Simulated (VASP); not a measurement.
Write the native input for VASP 6.6.1 that does the following.

* Task: single point
* Functional: PBE
* Potentials or basis: VASP PAW PBE potentials, release 64 (Tc_pv)
* Cutoff: 520 eV
* k mesh: 9 × 9 × 3
* Occupations: fermi-dirac, width 0.05 eV
* Spin: no spin polarisation
* Dipole correction: no
* Further INCAR settings: ALGO = Fast; EDIFF = 1e-06; NBANDS = 34

The structure of Tc lies in POSCAR:

```
Tc
1.0
    2.7393552909      0.0000000000      0.0000000000
   -1.3696776454      2.3723512719      0.0000000000
    0.0000000000      0.0000000000      8.7696844400
Tc
4
Direct
    0.6666666667      0.3333333333      0.7500000000
    0.0000000000      0.0000000000      0.5000000000
    0.3333333333      0.6666666667      0.2500000000
    0.0000000000      0.0000000000      0.0000000000
```

The input as run:

INCAR

```
PREC = Accurate
ENCUT = 520
EDIFF = 1E-6
ISMEAR = -1
SIGMA = 0.05
LREAL = F
LASPH = T
NELM = 100
ALGO = Fast
ISIF = 2
LWAVE = F
LCHARG = F
GGA = PE
NBANDS = 34
```

KPOINTS

```
Automatic mesh
0
Gamma
  9 9 3
```

Potentials or basis: VASP PAW PBE potentials, release 64 (Tc_pv).

Command:

```sh
$ cat potpaw_PBE.64/Tc_pv/POTCAR > POTCAR
$ mpirun -np 1 vasp_std > vasp.out
```

It gave:

* Pressure: 3.6 GPa
* Band gap on the k mesh: zero (bands 26 and 27 overlap by 2.80 eV)

Caveat: the cell stands under pressure.

Run time: 43 s on 1 thread of Intel(R) Xeon(R) Platinum 8488C (Sapphire Rapids), on a shared host, peak memory 0.17 GiB.
